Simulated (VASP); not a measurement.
# HfZr2Se6 (P-31m) in VASP: relaxation of cell and atoms with PBE

Aim: the relaxation of cell and atoms of HfZr2Se6 with PBE.

Program: VASP 6.6.1. These are calculated values, not measurements. Logs are shortened: lines on timing, memory, paths and dates and some standing lists are left out, and cuts for length are marked.

## 1. The cell of the first run

Symmetry: P-31m, No. 162, trigonal system. Conventional cell: a = 6.564 Å, b = 6.564 Å, c = 6.941 Å, α = 90.00°, β = 90.00°, γ = 120.00°. Zr (site symmetry 32) has 6 Se at 2.71 Å within 3.6 Å. Within 3.5 Å of Hf (site symmetry -3m) lie 6 Se at 2.69 Å. Se (site symmetry m) has 1 Hf at 2.69 Å and 2 Zr at 2.71 Å within 3.5 Å.

## 2. Relaxation of cell and atoms, PBE

Contents of INCAR:

```
SYSTEM = HfZr2Se6
PREC     = Accurate       ! precision mode
ENCUT    = 600            ! plane-wave cutoff, eV
EDIFF    = 1E-6           ! SCF threshold, eV
ISMEAR   = 0              ! smearing method
SIGMA    = 0.02           ! smearing width, eV
LREAL    = .False.        ! projectors in reciprocal space
LASPH    = .True.         ! aspherical terms in the spheres
NELM     = 60             ! most SCF steps
ALGO     = Normal         ! electronic algorithm
ISIF     = 3              ! what is computed and relaxed
LWAVE    = .False.        ! write WAVECAR
LCHARG   = .False.        ! write CHGCAR
GGA      = PE             ! functional
IBRION   = 2              ! ionic algorithm
NSW      = 100            ! ionic steps
EDIFFG   = -0.01          ! ionic threshold
```

Contents of KPOINTS:

```
regular mesh
0
Gamma
  6 6 6
  0 0 0
```

Contents of POSCAR:

```
HfZr2Se6
1.0
    6.5635658000      0.0000000000      0.0000000000
   -3.2817829000      5.6842147000      0.0000000000
    0.0000000000      0.0000000000      6.9411878000
Zr Hf Se
2 1 6
Direct
    0.3333333000      0.6666667000      0.0000000000
    0.6666667000      0.3333333000      0.0000000000
    0.0000000000      0.0000000000      0.0000000000
    0.3311370000      0.0000000000      0.2277860000
    0.0000000000      0.3311370000      0.2277860000
    0.6688630000      0.6688630000      0.2277860000
    0.6688630000      0.0000000000      0.7722140000
    0.3311370000      0.3311370000      0.7722140000
    0.0000000000      0.6688630000      0.7722140000
```

Potentials or basis: VASP PAW PBE potentials, release 64 (Zr_sv, Hf_pv, Se).

Run with:

```console
$ cat potpaw_PBE.64/Zr_sv/POTCAR potpaw_PBE.64/Hf_pv/POTCAR potpaw_PBE.64/Se/POTCAR > POTCAR
$ mpirun -np 1 vasp_std > vasp.out
```

OUTCAR:

```text
SYSTEM = HfZr2Se6
   PREC = Accurate
   ENCUT = 600
   EDIFF = 1E-6
   ISMEAR = 0
   LREAL = .False.
   LASPH = .True.
   NELM = 60
   ISIF = 3
   GGA = PE
   IBRION = 2
   NSW = 100
   EDIFFG = -0.01

 ion  position               nearest neighbor table
   1  0.333  0.667  0.000-   4 2.71   9 2.71   5 2.71   7 2.71   8 2.71   6 2.71   2 3.79   3 3.79
                             2 3.79   3 3.79   3 3.79   2 3.79
   2  0.667  0.333  0.000-   7 2.71   5 2.71   9 2.71   4 2.71   6 2.71   8 2.71   1 3.79   3 3.79
                             1 3.79   3 3.79   3 3.79   1 3.79
   3  0.000  0.000  0.000-   5 2.69   6 2.69   8 2.69   9 2.69   4 2.69   7 2.69   1 3.79   2 3.79
                             1 3.79   2 3.79   2 3.79   1 3.79
   4  0.331  0.000  0.228-   3 2.69   1 2.71   2 2.71
   5  0.000  0.331  0.228-   3 2.69   2 2.71   1 2.71
   6  0.669  0.669  0.228-   3 2.69   2 2.71   1 2.71
   7  0.669  0.000  0.772-   3 2.69   2 2.71   1 2.71
   8  0.331  0.331  0.772-   3 2.69   1 2.71   2 2.71
   9  0.000  0.669  0.772-   3 2.69   1 2.71   2 2.71

  LATTYP: Found a hexagonal cell.
 ALAT       =     6.5635658000
 C/A-ratio  =     1.0575330562

  Lattice vectors:

 A1 = (   6.5635658000,   0.0000000000,   0.0000000000)
 A2 = (  -3.2817829000,   5.6842147000,   0.0000000000)
 A3 = (   0.0000000000,   0.0000000000,   6.9411878000)

Analysis of symmetry for initial positions (statically):
=====================================================================
 Subroutine PRICEL returns:
 Original cell was already a primitive cell.

 Routine SETGRP: Setting up the symmetry group for a
 hexagonal supercell.

 Subroutine GETGRP returns: Found 12 space group operations
 (whereof 12 operations were pure point group operations)
 out of a pool of 24 trial point group operations.

The static configuration has the point symmetry D_3d.

Analysis of symmetry for dynamics (positions and initial velocities):
=====================================================================
 Subroutine PRICEL returns:
 Original cell was already a primitive cell.

 Routine SETGRP: Setting up the symmetry group for a
 hexagonal supercell.

 Subroutine GETGRP returns: Found 12 space group operations
 (whereof 12 operations were pure point group operations)
 out of a pool of 24 trial point group operations.

The dynamic configuration has the point symmetry D_3d.

 Subroutine INISYM returns: Found 12 space group operations
 (whereof 12 operations are pure point group operations),
 and found     1 'primitive' translations

----------------------------------------------------------------------------------------

                                     Primitive cell

  volume of cell :     258.9668

  direct lattice vectors                    reciprocal lattice vectors
     6.563565800  0.000000000  0.000000000     0.152356209  0.087962898  0.000000000
    -3.281782900  5.684214700  0.000000000     0.000000000  0.175925797  0.000000000
     0.000000000  0.000000000  6.941187800     0.000000000  0.000000000  0.144067561

  length of vectors
     6.563565800  6.563565781  6.941187800     0.175925796  0.175925797  0.144067561

  position of ions in fractional coordinates (direct lattice)
     0.333333300  0.666666700  0.000000000
     0.666666700  0.333333300  0.000000000
     0.000000000  0.000000000  0.000000000
     0.331137000  0.000000000  0.227786000
     0.000000000  0.331137000  0.227786000
     0.668863000  0.668863000  0.227786000
     0.668863000  0.000000000  0.772214000
     0.331137000  0.331137000  0.772214000
     0.000000000  0.668863000  0.772214000

  ion indices of the primitive-cell ions
   primitive index   ion index
                 1           1
                 2           2
                 3           3
                 4           4
                 5           5
                 6           6
                 7           7
                 8           8
                 9           9

----------------------------------------------------------------------------------------

 KPOINTS: regular mesh

Automatic generation of k-mesh.
 Grid dimensions read from file:
 generate k-points for:    6    6    6

 Generating k-lattice:

  Cartesian coordinates                     Fractional coordinates (reciprocal lattice)
     0.025392701  0.014660483  0.000000000     0.166666667  0.000000000  0.000000000
     0.000000000  0.029320966  0.000000000     0.000000000  0.166666667  0.000000000
     0.000000000  0.000000000  0.024011260     0.000000000  0.000000000  0.166666667

  Length of vectors
     0.029320966  0.029320966  0.024011260

  Shift w.r.t. Gamma in fractional coordinates (k-lattice)
     0.000000000  0.000000000  0.000000000

 Subroutine IBZKPT returns following result:
 ===========================================

 Found     34 irreducible k-points:

 Following reciprocal coordinates:
            Coordinates               Weight
  0.000000  0.000000  0.000000      1.000000
  0.166667  0.000000  0.000000      6.000000
  0.333333 -0.000000  0.000000      6.000000
  0.500000  0.000000  0.000000      3.000000
  0.166667  0.166667  0.000000      6.000000
  0.333333  0.166667  0.000000     12.000000
[... 16 lines left out ...]
 -0.166667  0.333333  0.333333      6.000000
  0.333333  0.166667  0.333333     12.000000
 [... further k-points ...]
   k-points           NKPTS =     34   k-points in BZ     NKDIM =     34   number of bands    NBANDS=     42
   number of dos      NEDOS =    301   number of ions     NIONS =      9
   total plane-waves  NPLWV = 163296
   dimension x,y,z NGX =    54 NGY =   54 NGZ =   56
   dimension x,y,z NGXF=   108 NGYF=  108 NGZF=  112
   ions per type =               2   1   6
   NGX,Y,Z   is equivalent  to a cutoff of  13.68, 13.68, 13.41 a.u.
   NGXF,Y,Z  is equivalent  to a cutoff of  27.35, 27.35, 26.82 a.u.
 SYSTEM =  HfZr2Se6
   PREC   = accura    normal or accurate (medium, high low for compatibility)
   ISTART =      0    job   : 0-new  1-cont  2-samecut
   ICHARG =      2    charge: 1-file 2-atom 10-const
   ISPIN  =      1    spin polarized calculation?
   LNONCOLLINEAR =      F non collinear calculations
   LSORBIT =      F    spin-orbit coupling
   LASPH  =      T    aspherical Exc in radial PAW
   ENCUT  =  600.0 eV  44.10 Ry    6.64 a.u.  13.11 13.11 13.86*2*pi/ulx,y,z
   NELM   =     60;   NELMIN=  2; NELMDL= -5     # of ELM steps
   EDIFF  = 0.1E-05   stopping-criterion for ELM
   LREAL  =      F    real-space projection
   EDIFFG = -.1E-01   stopping-criterion for IOM
   NSW    =    100    number of steps for IOM
   IBRION =      2    ionic relax: 0-MD 1-quasi-New 2-CG
   NFREE  =      1    steps in history (QN), initial steepest desc. (CG)
   ISIF   =      3    stress and relaxation
   ISYM   =      2    0-nonsym 1-usesym 2-fastsym
   POTIM  = 0.5000    time-step for ionic-motion
   TEBEG  =    0.0;   TEEND  =   0.0 temperature during run
   PSTRESS=    0.0 pullay stress
   NELECT =      70.0000    total number of electrons
   NUPDOWN=      -1.0000    fix difference up-down
   EMIN   =  10.00;   EMAX   =-10.00  energy-range for DOS
   EFERMI =   0.00;   METHOD = LEGACY
   ISMEAR =     0;   SIGMA  =   0.02  broadening in eV -4-tet -1-fermi 0-gaus
   EFERMI_NEDOS =   21; number of points for ismear=-14 and -15
   IALGO  =     38    algorithm
   IMIX   =      4    mixing-type and parameters
     AMIX     =   0.40;   BMIX     =  1.00
     AMIX_MAG =   1.60;   BMIX_MAG =  1.00
  volume/ion in A,a.u.               =      28.77       194.18
  Fermi-wavevector in a.u.,A,eV,Ry     =   1.058505  2.000284 15.244407  1.120432
  Thomas-Fermi vector in A             =   2.193817
   LORBIT       =      0    0 simple, 1 ext, 2 COOP (PROOUT), +10 PAW based schemes
   GGA     = PE    functional components
   LHFCALC =     F    Hartree Fock is set to
   AEXX    =    0.0000 exact exchange contribution
   IVDW    =     0    specifies the selected vdW correction
   LEPSILON=     F    determine dielectric tensor
   LRPA    =     F    only Hartree local field effects (RPA)
 conjugate gradient relaxation of ions
 non-spin polarized calculation
 Gauss-broadening in eV      SIGMA  =   0.02
  energy-cutoff  :      600.00
  volume of cell :      258.97
 maximum number of plane-waves:      8670
 NGX is ok and might be reduce to    54
   NGX = 27   NGY = 27   NGZ = 27

--------------------------------------- Ionic step        1  -------------------------------------------

 number of electron      70.0000002 magnetization

 Free energy of the ion-electron system (eV)
  ---------------------------------------------------
  ext. energy  EPLUGINS =         0.00000000
  ---------------------------------------------------
  free energy    TOTEN  =       -60.18860469 eV

  energy without entropy =      -60.18860469  energy(sigma->0) =      -60.18860469

------------------------ aborting loop because EDIFF is reached ----------------------------------------

  FORCE on cell =-STRESS in cart. coord.  units (eV):
  Direction    XX          YY          ZZ          XY          YZ          ZX
  --------------------------------------------------------------------------------------
  -------------------------------------------------------------------------------------
  Total       -0.0589383     -0.0589383     -0.0601680      0.0000000      0.0000000     -0.0000000
  in kB       -0.3646399     -0.3646399     -0.3722475      0.0000000      0.0000000     -0.0000000
  external PRESSURE =      -0.3671758 kB  Pullay stress =       0.0000000 kB
[... 114 lines left out ...]
  energy  without entropy=      -60.1888050650  energy(sigma->0) =      -60.18880507

--------------------------------------- Ionic step        4  -------------------------------------------

 number of electron      70.0000002 magnetization

 Free energy of the ion-electron system (eV)
  ---------------------------------------------------
  ext. energy  EPLUGINS =         0.00000000
  ---------------------------------------------------
  free energy    TOTEN  =       -60.18889398 eV

  energy without entropy =      -60.18889398  energy(sigma->0) =      -60.18889398

 E-fermi :   2.8749     XC(G=0):  -8.7896

 val. band max:        2.7840526511   @ k =   0.0000   0.0000   0.0000
 cond. band min:       3.2321212510   @ k =   0.5000   0.0000   0.5000
 fundamental gap:      0.4480685999
 Fermi energy:         2.8749017558

 k-point     1 :       0.0000    0.0000    0.0000
  band No.  band energies     occupation
      1     -46.7187      2.00000
      2     -46.7097      2.00000
      3     -28.4449      2.00000
      4     -28.4449      2.00000
      5     -28.4326      2.00000
      6     -24.7721      2.00000
[... 1069 lines left out ...]
     41       5.3848      0.00000
     42       5.5094      0.00000

 [... further k-points ...]

------------------------ aborting loop because EDIFF is reached ----------------------------------------

  FORCE on cell =-STRESS in cart. coord.  units (eV):
  Direction    XX          YY          ZZ          XY          YZ          ZX
  --------------------------------------------------------------------------------------
  -------------------------------------------------------------------------------------
  Total        0.0004665      0.0004665     -0.0043496      0.0000000      0.0000000      0.0000000
  in kB        0.0028869      0.0028869     -0.0269181      0.0000000      0.0000000      0.0000000
  external PRESSURE =      -0.0070481 kB  Pullay stress =       0.0000000 kB
[... 24 lines left out ...]
  FREE ENERGIE OF THE ION-ELECTRON SYSTEM (eV)
  ---------------------------------------------------
  free  energy   TOTEN  =       -60.1888939753 eV

  energy  without entropy=      -60.1888939753  energy(sigma->0) =      -60.18889398

 reached required accuracy - stopping structural energy minimisation
```

It took 36 min on 1 thread of Oxide Virtual Turin-like, shared host; peak memory 0.66 GiB.

Results:

| Item | Value |
| --- | --- |
| Free energy | -60.1889 eV |
| Relaxed volume | 28.77 Å³/atom |
| Relaxed cell | a = 6.563 Å, b = 6.563 Å, c = 6.940 Å, α = 90.00°, β = 90.00°, γ = 120.00° |
| Space group after relaxing (to 0.1 Å) | P-31m (No. 162) |
| Energy gained by relaxing | 0.0 meV/atom |
| Ionic steps | 4 |
| Pressure after relaxing | 0.0 GPa |
| Band gap on the k mesh | 0.45 eV (least direct gap 1.21 eV) |

Forces on the atoms (eV/Å):
```
Zr   0.000  0.000  0.000
Zr   0.000  0.000  0.000
Hf   0.000  0.000  0.000
Se   0.001  0.000 -0.002
Se   0.000  0.001 -0.002
Se   0.000 -0.001 -0.002
Se  -0.001  0.000  0.002
Se   0.000  0.001  0.002
Se   0.000 -0.001  0.002
```

Step by step:
```
step  energy change (eV)  largest force (eV/Å)  pressure (GPa)  volume (Å³)
   1              0.0000                0.0301           -0.04       258.97
   2             -0.0002                0.0174            0.04       258.72
   3             -0.0002                0.0165            0.05       258.67
   4             -0.0003                0.0026            0.00       258.89
```

Final structure:
```
CELL_PARAMETERS angstrom
6.56299 0.00000 0.00000
-3.28150 5.68372 0.00000
0.00000 0.00000 6.94035
ATOMIC_POSITIONS crystal
Zr 0.33333 0.66667 0.00000
Zr 0.66667 0.33333 0.00000
Hf 0.00000 0.00000 0.00000
Se 0.33065 0.00000 0.22779
Se 0.00000 0.33065 0.22779
Se 0.66935 0.66935 0.22779
Se 0.66935 0.00000 0.77221
Se 0.33065 0.33065 0.77221
Se 0.00000 0.66935 0.77221
```

Levels at points of the mesh, in eV from the valence-band top:
```
           k point  band 33  band 34  band 35  band 36  band 37  band 38
(0.00, 0.00, 0.00)    -0.56     0.00     0.00     1.21     1.21     1.51
(0.50, 0.00, 0.00)    -1.14    -0.77    -0.73     0.58     1.32     1.51
(0.00, 0.00, 0.50)    -1.66    -0.04    -0.04     1.20     1.20     1.73
(0.50, 0.00, 0.50)    -1.06    -0.97    -0.92     0.45     1.44     1.64
```

Caveat: semilocal functionals underestimate gaps, and a narrow one can read as zero; spin-orbit coupling is left out, which moves the levels of the heavy elements; this functional lacks dispersion, which binds layers or chains, so the pressure and a relaxed spacing across them are unreliable.
